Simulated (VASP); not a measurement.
# C (R-3m) in VASP: notebook

The runs below take C through relaxation of shape and atoms at fixed volume, with PBE+D3(BJ).

Program: VASP 6.6.1. These are calculated values, not measurements. Logs are shortened: lines on timing, memory, paths and dates and some standing lists are left out, and cuts for length are marked.

## (1) The cell of the first run

Symmetry: R-3m, No. 166, trigonal system. Conventional cell: a = 2.433 Å, b = 2.433 Å, c = 9.384 Å, α = 90.00°, β = 90.00°, γ = 120.00°. C (site symmetry 3m) has 3 C at 1.40 Å within 1.9 Å.

## (2) Relaxation of shape and atoms at fixed volume, PBE+D3(BJ) (volume scaled by 0.91)

File INCAR:

```
SYSTEM = C
PREC = Accurate
ENCUT = 600
EDIFF = 1E-6
ISMEAR = 0
SIGMA = 0.02
LREAL = .FALSE.
LASPH = .TRUE.
NELM = 60
ALGO = Normal
ISIF = 4
LWAVE = .FALSE.
LCHARG = .FALSE.
GGA = PE
IVDW = 12
IBRION = 2
NSW = 50
EDIFFG = -0.01
```

File KPOINTS:

```
regular mesh
0
G
  12 12 12
  0 0 0
```

File POSCAR:

```
C
1.0
    1.2165183628      0.7023572043      3.1278959894
   -1.2165183628      0.7023572043      3.1278959894
    0.0000000000     -1.4047144085      3.1278959894
C
2
Direct
    0.8334689703      0.8334689703      0.8334689703
    0.1665310297      0.1665310297      0.1665310297
```

Potentials or basis: VASP PAW PBE potentials, release 64 (C).

Command:

```sh
> cat potpaw_PBE.64/C/POTCAR > POTCAR
> mpirun -np 1 vasp_std > vasp.out
```

OUTCAR:

```text
SYSTEM = C
   PREC = Accurate
   ENCUT = 600
   EDIFF = 1E-6
   ISMEAR = 0
   LREAL = .FALSE.
   LASPH = .TRUE.
   NELM = 60
   ISIF = 4
   GGA = PE
   IVDW = 12
   IBRION = 2
   NSW = 50
   EDIFFG = -0.01
 IVDW          = 12

 ion  position               nearest neighbor table
   1  0.833  0.833  0.833-   2 1.40   2 1.40   2 1.40
   2  0.167  0.167  0.167-   1 1.40   1 1.40   1 1.40

  LATTYP: Found a trigonal (rhomboedric) cell.
 ALAT       =     3.4288417709
 COS(alpha) =     0.7482482811

  Lattice vectors:

 A1 = (   1.2165183628,   0.7023572043,   3.1278959894)
 A2 = (  -1.2165183628,   0.7023572043,   3.1278959894)
 A3 = (   0.0000000000,  -1.4047144085,   3.1278959894)

Analysis of symmetry for initial positions (statically):
=====================================================================
 Subroutine PRICEL returns:
 Original cell was already a primitive cell.

 Routine SETGRP: Setting up the symmetry group for a
 trigonal (rhombohedral) supercell.

 Subroutine GETGRP returns: Found 12 space group operations
 (whereof 12 operations were pure point group operations)
 out of a pool of 12 trial point group operations.

The static configuration has the point symmetry D_3d.

Analysis of symmetry for dynamics (positions and initial velocities):
=====================================================================
 Subroutine PRICEL returns:
 Original cell was already a primitive cell.

 Routine SETGRP: Setting up the symmetry group for a
 trigonal (rhombohedral) supercell.

 Subroutine GETGRP returns: Found 12 space group operations
 (whereof 12 operations were pure point group operations)
 out of a pool of 12 trial point group operations.

The dynamic configuration has the point symmetry D_3d.

 Subroutine INISYM returns: Found 12 space group operations
 (whereof 12 operations are pure point group operations),
 and found     1 'primitive' translations

----------------------------------------------------------------------------------------

                                     Primitive cell

  volume of cell :      16.0354

  direct lattice vectors                    reciprocal lattice vectors
     1.216518363  0.702357204  3.127895989     0.411009003  0.237296159  0.106567908
    -1.216518363  0.702357204  3.127895989    -0.411009003  0.237296159  0.106567908
     0.000000000 -1.404714409  3.127895989     0.000000000 -0.474592318  0.106567908

  length of vectors
     3.428841771  3.428841771  3.428841771     0.486409896  0.486409896  0.486409896
[... 69 lines left out ...]
   NGX,Y,Z   is equivalent  to a cutoff of  13.58, 13.58, 13.58 a.u.
   NGXF,Y,Z  is equivalent  to a cutoff of  27.15, 27.15, 27.15 a.u.
 SYSTEM =  C
   PREC   = accura    normal or accurate (medium, high low for compatibility)
   ISTART =      0    job   : 0-new  1-cont  2-samecut
   ICHARG =      2    charge: 1-file 2-atom 10-const
   ISPIN  =      1    spin polarized calculation?
   LNONCOLLINEAR =      F non collinear calculations
   LSORBIT =      F    spin-orbit coupling
   LASPH  =      T    aspherical Exc in radial PAW
   ENCUT  =  600.0 eV  44.10 Ry    6.64 a.u.   6.85  6.85  6.85*2*pi/ulx,y,z
   NELM   =     60;   NELMIN=  2; NELMDL= -5     # of ELM steps
   EDIFF  = 0.1E-05   stopping-criterion for ELM
   LREAL  =      F    real-space projection
   EDIFFG = -.1E-01   stopping-criterion for IOM
   NSW    =     50    number of steps for IOM
   IBRION =      2    ionic relax: 0-MD 1-quasi-New 2-CG
   NFREE  =      1    steps in history (QN), initial steepest desc. (CG)
   ISIF   =      4    stress and relaxation
   ISYM   =      2    0-nonsym 1-usesym 2-fastsym
   POTIM  = 0.5000    time-step for ionic-motion
   TEBEG  =    0.0;   TEEND  =   0.0 temperature during run
   PSTRESS=    0.0 pullay stress
   NELECT =       8.0000    total number of electrons
   NUPDOWN=      -1.0000    fix difference up-down
   EMIN   =  10.00;   EMAX   =-10.00  energy-range for DOS
   EFERMI =   0.00;   METHOD = LEGACY
   ISMEAR =     0;   SIGMA  =   0.02  broadening in eV -4-tet -1-fermi 0-gaus
   EFERMI_NEDOS =   21; number of points for ismear=-14 and -15
   IALGO  =     38    algorithm
   IMIX   =      4    mixing-type and parameters
     AMIX     =   0.40;   BMIX     =  1.00
     AMIX_MAG =   1.60;   BMIX_MAG =  1.00
  volume/ion in A,a.u.               =       8.02        54.11
  Fermi-wavevector in a.u.,A,eV,Ry     =   1.298409  2.453637 22.937587  1.685865
  Thomas-Fermi vector in A             =   2.429739
   LORBIT       =      0    0 simple, 1 ext, 2 COOP (PROOUT), +10 PAW based schemes
   GGA     = PE    functional components
   LHFCALC =     F    Hartree Fock is set to
   AEXX    =    0.0000 exact exchange contribution
   IVDW    =    12    specifies the selected vdW correction
   LEPSILON=     F    determine dielectric tensor
   LRPA    =     F    only Hartree local field effects (RPA)
 conjugate gradient relaxation of ions
 non-spin polarized calculation
 Gauss-broadening in eV      SIGMA  =   0.02
  energy-cutoff  :      600.00
  volume of cell :       16.04
 maximum number of plane-waves:       549
   NGX = 13   NGY = 13   NGZ = 13

--------------------------------------- Ionic step        1  -------------------------------------------

 number of electron       8.0000000 magnetization

 Free energy of the ion-electron system (eV)
  ---------------------------------------------------
  ext. energy  EPLUGINS =         0.00000000
  ---------------------------------------------------
  free energy    TOTEN  =       -18.36113355 eV

  energy without entropy =      -18.36113355  energy(sigma->0) =      -18.36113355

------------------------ aborting loop because EDIFF is reached ----------------------------------------

 Edisp (eV)   -0.33851

 E8    (eV) :    -0.0968
[... 151 lines left out ...]
--------------------------------------- Ionic step        5  -------------------------------------------

 number of electron       8.0000000 magnetization

 Free energy of the ion-electron system (eV)
  ---------------------------------------------------
  ext. energy  EPLUGINS =         0.00000000
  ---------------------------------------------------
  free energy    TOTEN  =       -18.36837704 eV

  energy without entropy =      -18.36837704  energy(sigma->0) =      -18.36837704

 E-fermi :   5.1127     XC(G=0): -10.9603

 val. band max:        5.0321137668   @ k =  -0.3333   0.3333   0.0000
 cond. band min:       6.0823217541   @ k =  -0.3333   0.3333   0.0000
 fundamental gap:      1.0502079873
 Fermi energy:         5.1127111750

 k-point     1 :       0.0000    0.0000    0.0000
  band No.  band energies     occupation
      1     -14.3010      2.00000
      2      -0.4447      2.00000
      3       2.6022      2.00000
      4       2.6022      2.00000
      5      10.7255      0.00000
      6      14.0485      0.00000
      7      14.0485      0.00000
      8      16.9491      0.00000
[... 243 lines left out ...]
 k-point    24 :      -0.4167    0.1667    0.0000
  band No.  band energies     occupation
      1      -8.3951      2.00000
      2      -7.3640      2.00000
      3      -2.5819      2.00000
      4       4.2394      2.00000
      5       7.2681      0.00000
      6      16.0063      0.00000
      7      17.2015      0.00000
      8      18.6936      0.00000

 [... further k-points ...]

------------------------ aborting loop because EDIFF is reached ----------------------------------------

 Edisp (eV)   -0.34667

 E8    (eV) :    -0.0993
[... 25 lines left out ...]
  FREE ENERGIE OF THE ION-ELECTRON SYSTEM (eV)
  ---------------------------------------------------
  free  energy   TOTEN  =       -18.7150516308 eV

  energy  without entropy=      -18.7150516308  energy(sigma->0) =      -18.71505163

 reached required accuracy - stopping structural energy minimisation
```

Wall time 61 s (1 thread of Intel Xeon 6975P-C (Granite Rapids), shared host); peak memory 0.17 GiB.

What came out:

* Free energy: -18.7151 eV
* Energy gained by relaxing: 7.7 meV/atom
* Ionic steps: 5
* Pressure after relaxing: 5.2 GPa
* Largest force after relaxing: 0.006 eV/Å
* Band gap on the k mesh: 1.05 eV, direct
* Dispersion energy per atom: -0.173 eV

Forces in eV/Å, atoms in the order of the input:
```
C    0.000  0.000 -0.006
C    0.000  0.000  0.006
```

Stress tensor (GPa, compression positive):
```
5.19 0.00 0.00
0.00 5.19 0.00
0.00 0.00 5.11
```

Step by step:
| step | energy change (eV) | largest force (eV/Å) | pressure (GPa) | volume (Å³) |
| --- | --- | --- | --- | --- |
| 1 | 0.0000 | 0.0035 | 14.32 | 16.04 |
| 2 | -0.0132 | 0.0146 | 1.77 | 16.04 |
| 3 | -0.0154 | 0.0109 | 5.11 | 16.04 |
| 4 | -0.0154 | 0.0111 | 4.94 | 16.04 |
| 5 | -0.0154 | 0.0057 | 5.16 | 16.04 |

Final structure:
```
C
1.0
     1.22810    0.70904    3.06920
    -1.22810    0.70904    3.06920
     0.00000   -1.41808    3.06920
C
2
Cartesian
  0.0000 0.0000 7.6749
  0.0000 0.0000 1.5327
```

Levels at points of the mesh, in eV from the valence-band top:
```tsv
k point	band 1	band 2	band 3	band 4	band 5	band 6	band 7	band 8
(0.00, 0.00, 0.00)	-19.33	-5.48	-2.43	-2.43	5.69	9.02	9.02	11.92
(0.50, 0.00, 0.00)	-13.86	-12.83	-5.81	-1.24	2.67	8.42	13.04	13.96
(0.50, 0.50, 0.00)	-13.64	-12.66	-5.93	-2.41	1.72	7.69	14.62	17.34
(0.50, 0.50, 0.50)	-18.76	-8.49	-2.47	-2.47	8.91	8.91	12.34	13.11
```

Caveat: the cell differs from its parent crystal (volume scaled by 0.91). A k mesh can miss the band edges.

## (3) Relaxation of shape and atoms at fixed volume, PBE+D3(BJ) (volume scaled by 0.94)

File INCAR:

```
PREC = Accurate
ENCUT = 600
EDIFF = 1E-7
ISMEAR = 0
SIGMA = 0.02
LREAL = False
LASPH = True
NELM = 80
ALGO = Normal
ISIF = 4
LWAVE = False
LCHARG = False
GGA = PE
IVDW = 12
IBRION = 2
NSW = 50
EDIFFG = -0.01
```

File KPOINTS:

```
regular mesh
0
Gamma
  12 12 12
```

File POSCAR:

```
C
1.0
    1.2184877309      0.7034942195      3.2205776962
   -1.2184877309      0.7034942195      3.2205776962
    0.0000000000     -1.4069884389      3.2205776962
C
2
Direct
    0.8334363939      0.8334363939      0.8334363939
    0.1665636061      0.1665636061      0.1665636061
```

Potentials or basis: VASP PAW PBE potentials, release 64 (C).

Command:

```sh
> cat potpaw_PBE.64/C/POTCAR > POTCAR
> mpirun -np 1 vasp_std > vasp.out
```

OUTCAR:

```text
PREC = Accurate
   ENCUT = 600
   EDIFF = 1E-7
   ISMEAR = 0
   LREAL = False
   LASPH = True
   NELM = 80
   ISIF = 4
   GGA = PE
   IVDW = 12
   IBRION = 2
   NSW = 50
   EDIFFG = -0.01
 IVDW          = 12

 ion  position               nearest neighbor table
   1  0.833  0.833  0.833-   2 1.41   2 1.41   2 1.41
   2  0.167  0.167  0.167-   1 1.41   1 1.41   1 1.41

  LATTYP: Found a trigonal (rhomboedric) cell.
 ALAT       =     3.5145038291
 COS(alpha) =     0.7595945687

  Lattice vectors:

 A1 = (   1.2184877309,   0.7034942195,   3.2205776962)
 A2 = (  -1.2184877309,   0.7034942195,   3.2205776962)
 A3 = (   0.0000000000,  -1.4069884389,   3.2205776962)

Analysis of symmetry for initial positions (statically):
=====================================================================
 Subroutine PRICEL returns:
[... 251 lines left out ...]

 number of electron       8.0000000 magnetization

 Free energy of the ion-electron system (eV)
  ---------------------------------------------------
  ext. energy  EPLUGINS =         0.00000000
  ---------------------------------------------------
  free energy    TOTEN  =       -18.39359885 eV

  energy without entropy =      -18.39359885  energy(sigma->0) =      -18.39359885

 E-fermi :   4.8914     XC(G=0): -10.7495

 val. band max:        4.8007296626   @ k =  -0.3333   0.3333   0.0000
 cond. band min:       5.7059029901   @ k =  -0.3333   0.3333   0.0000
 fundamental gap:      0.9051733275
 Fermi energy:         4.8914067459

 k-point     1 :       0.0000    0.0000    0.0000
  band No.  band energies     occupation
      1     -14.5188      2.00000
      2      -0.9413      2.00000
      3       2.2793      2.00000
      4       2.2793      2.00000
      5      10.0971      0.00000
      6      13.6920      0.00000
      7      13.6920      0.00000
      8      16.6191      0.00000
[... 243 lines left out ...]
 k-point    24 :      -0.4167    0.1667   -0.0000
  band No.  band energies     occupation
      1      -8.6688      2.00000
      2      -7.6355      2.00000
      3      -2.8944      2.00000
      4       3.8811      2.00000
      5       6.9318      0.00000
      6      15.5886      0.00000
      7      16.7973      0.00000
      8      18.1659      0.00000

 [... further k-points ...]

------------------------ aborting loop because EDIFF is reached ----------------------------------------

 Edisp (eV)   -0.33555

 E8    (eV) :    -0.0958
[... 25 lines left out ...]
  FREE ENERGIE OF THE ION-ELECTRON SYSTEM (eV)
  ---------------------------------------------------
  free  energy   TOTEN  =       -18.7291466321 eV

  energy  without entropy=      -18.7291466321  energy(sigma->0) =      -18.72914663

 reached required accuracy - stopping structural energy minimisation
```

OSZICAR:

```text
N       E                     dE             d eps       ncg     rms          rms(c)
DAV:   1     0.936106096801E+01    0.93611E+01   -0.52046E+03  3112   0.102E+03
[... 23 lines left out ...]
       N       E                     dE             d eps       ncg     rms          rms(c)
DAV:   1    -0.183975128512E+02   -0.79021E-02   -0.18904E-01  3056   0.378E+00    0.252E-01
DAV:   2    -0.183947956409E+02    0.27172E-02   -0.36277E-03  4640   0.507E-01    0.145E-01
DAV:   3    -0.183936084333E+02    0.11872E-02   -0.40777E-03  3584   0.446E-01    0.382E-02
DAV:   4    -0.183936001959E+02    0.82373E-05   -0.53827E-05  3992   0.678E-02    0.214E-02
DAV:   5    -0.183935988041E+02    0.13919E-05   -0.96241E-06  3784   0.307E-02    0.308E-03
DAV:   6    -0.183935988475E+02   -0.43424E-07   -0.12919E-07  4408   0.352E-03
   3 F= -.18729147E+02 E0= -.18729147E+02  d E =-.149686E-01
```

CONTCAR:

```text
C
   1.00000000000000
     1.2301685589804141    0.7102381487389616    3.1597073185990174
    -1.2301685589804141    0.7102381487389616    3.1597073185990174
     0.0000000000000000   -1.4204762973766911    3.1597073185989575
  C
     2
Direct
     0.8334477381335276    0.8334477381335276    0.8334477381335276
     0.1665522618664724    0.1665522618664724    0.1665522618664724

  0.00000000E+00  0.00000000E+00  0.00000000E+00
  0.00000000E+00  0.00000000E+00  0.00000000E+00
```

Run time: 51 s. Hardware: 1 thread of Intel Xeon 6975P-C (Granite Rapids), shared host; peak memory 0.17 GiB.

What came out:

| Quantity | Value |
| --- | --- |
| Free energy | -18.7291 eV |
| Energy gained by relaxing | 7.5 meV/atom |
| Ionic steps | 3 |
| Pressure after relaxing | 2.7 GPa |
| Largest force after relaxing | 0.008 eV/Å |
| Band gap on the k mesh | 0.91 eV, direct |
| Dispersion energy per atom | -0.168 eV |

Forces on the atoms (eV/Å):
```
C    0.000  0.000  0.008
C    0.000  0.000 -0.008
```

Step by step:
```csv
step,energy change (eV),largest force (eV/Å),pressure (GPa),volume (Å³)
1,0.0000,0.0031,11.65,16.56
2,-0.0133,0.0102,-0.18,16.56
3,-0.0150,0.0080,2.72,16.56
```

Final structure:
```yaml
crystal:
  lattice:
    - [1.23017, 0.71024, 3.15971]
    - [-1.23017, 0.71024, 3.15971]
    - [0.00000, -1.42048, 3.15971]
  atoms:
    - { symbol: C, position: [0.83345, 0.83345, 0.83345] }
    - { symbol: C, position: [0.16655, 0.16655, 0.16655] }
```

Caveat: the cell differs from its parent crystal (volume scaled by 0.94).

## (4) Relaxation of shape and atoms at fixed volume, PBE+D3(BJ) (volume scaled by 0.97)

File INCAR:

```
SYSTEM = C
ALGO = Normal
EDIFF = 1E-6
EDIFFG = -0.01
ENCUT = 600
GGA = PE
IBRION = 2
ISIF = 4
ISMEAR = 0
IVDW = 12
LASPH = .TRUE.
LCHARG = .FALSE.
LREAL = .FALSE.
LWAVE = .FALSE.
NELM = 80
NSW = 50
PREC = Accurate
SIGMA = 0.02
```

File KPOINTS:

```
k-points
0
G
  12 12 12
  0 0 0
```

File POSCAR:

```
C
1.0
    1.2200741563      0.7044101426      3.3147251759
   -1.2200741563      0.7044101426      3.3147251759
    0.0000000000     -1.4088202852      3.3147251759
C
2
Direct
    0.8334134691      0.8334134691      0.8334134691
    0.1665865309      0.1665865309      0.1665865309
```

Command:

```sh
> cat potpaw_PBE.64/C/POTCAR > POTCAR
> mpirun -np 1 vasp_std > vasp.out
```

Wall time 60 s (1 thread of Intel Xeon 6975P-C (Granite Rapids), shared host); peak memory 0.19 GiB.

Results (log left out):

```
Free energy                  : -18.7364 eV
Energy gained by relaxing    : 7.3 meV/atom
Ionic steps                  : 3
Pressure after relaxing      : 1.0 GPa
Largest force after relaxing : 0.006 eV/Å
Band gap on the k mesh       : 0.78 eV, direct
Dispersion energy per atom   : -0.162 eV
```

Forces in eV/Å, atoms in the order of the input:
```
C    0.000  0.000  0.006
C    0.000  0.000 -0.006
```

The path:
| step | energy change (eV) | largest force (eV/Å) | pressure (GPa) | volume (Å³) |
| --- | --- | --- | --- | --- |
| 1 | 0.0000 | 0.0022 | 9.63 | 17.09 |
| 2 | -0.0132 | 0.0075 | -1.51 | 17.09 |
| 3 | -0.0145 | 0.0060 | 0.96 | 17.09 |

Final structure:
```
C
1.0
     1.23177    0.71116    3.25208
    -1.23177    0.71116    3.25208
     0.00000   -1.42232    3.25208
C
2
Direct
  0.83342 0.83342 0.83342
  0.16658 0.16658 0.16658
```

Levels at points of the mesh, in eV from the valence-band top:
| k point | band 2 | band 3 | band 4 | band 5 | band 6 | band 7 |
| --- | --- | --- | --- | --- | --- | --- |
| (0.00, 0.00, 0.00) | -5.98 | -2.60 | -2.60 | 4.95 | 8.78 | 8.78 |
| (0.50, 0.00, 0.00) | -12.89 | -5.96 | -1.53 | 2.44 | 8.06 | 12.47 |
| (0.50, 0.50, 0.00) | -12.78 | -6.04 | -2.39 | 1.66 | 7.57 | 13.91 |
| (0.50, 0.50, 0.50) | -8.28 | -2.63 | -2.63 | 8.72 | 8.72 | 11.74 |

Caveat: the cell differs from its parent crystal (volume scaled by 0.97). A k mesh can miss the band edges.

## (5) Overview

| cell | gap on the mesh (eV) | pressure (GPa) | largest force (eV/Å) |
| --- | --- | --- | --- |
| relaxed from a = 3.429 Å, angles 41.6°, 2 atoms | 1.05 | 5.2 | 0.01 |
| relaxed from a = 3.515 Å, angles 40.6°, 2 atoms | 0.91 | 2.7 | 0.01 |
| relaxed from a = 3.602 Å, angles 39.6°, 2 atoms | 0.78 | 1.0 | 0.01 |

Alike in all rows: task relaxation of shape and atoms at fixed volume; level PBE+D3(BJ); potentials or basis VASP PAW PBE potentials, release 64 (C); no spin polarisation; k mesh 12 × 12 × 12; cutoff (eV) 600; smearing gaussian 0.02 eV.

Absolute energies hang on the potentials; compare differences alone.
